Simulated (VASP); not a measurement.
A run of VASP 6.6.1 is set up as follows.

The input POSCAR:

```
Hf
1.0
   -1.8404011445      1.8404011445      1.8404011445
    1.8404011445     -1.8404011445      1.8404011445
    1.8404011445      1.8404011445     -1.8404011445
Hf
1
Direct
    0.0000000000      0.0000000000      0.0000000000
```

The input INCAR.step1:

```
ALGO = Normal
EDIFF = 1E-5
ENCUT = 550
GGA = PE
GGA_COMPAT = False
ISMEAR = -1
LASPH = True
LCHARG = False
LREAL = False
LWAVE = True
NBANDS = 11
NELM = 120
PREC = Accurate
SIGMA = 0.05
```

The input INCAR.step2:

```
ALGO = Normal
EDIFF = 1E-6
ENCUT = 550
GGA_COMPAT = False
ISIF = 2
ISMEAR = -1
ISTART = 1
LASPH = True
LCHARG = False
LMIXTAU = True
LREAL = False
LWAVE = False
METAGGA = R2SCAN
NBANDS = 11
NELM = 120
PREC = Accurate
SIGMA = 0.05
```

KPOINTS

```
k-points
0
Gamma
  10 10 10
```

Potentials or basis: VASP PAW PBE potentials, release 64 (Hf_pv).

The run is started by

```sh
$ cat potpaw_PBE.64/Hf_pv/POTCAR > POTCAR
$ cp INCAR.step1 INCAR
$ mpirun -np 1 vasp_std > vasp.out
$ cp INCAR.step2 INCAR
$ mpirun -np 1 vasp_std > vasp.out
```

Problem. Estimate the pressure.

Solution. -10.5 GPa.

Problem. Estimate the band gap on the k mesh.

Solution. Zero (band 5 reaches 5.42 eV, above the bottom of band 6 at 3.08 eV).

Caveat: the PAW data sets were made with another functional, which shifts forces and pressure a little; spin-orbit coupling is left out, which moves the levels of the heavy elements.
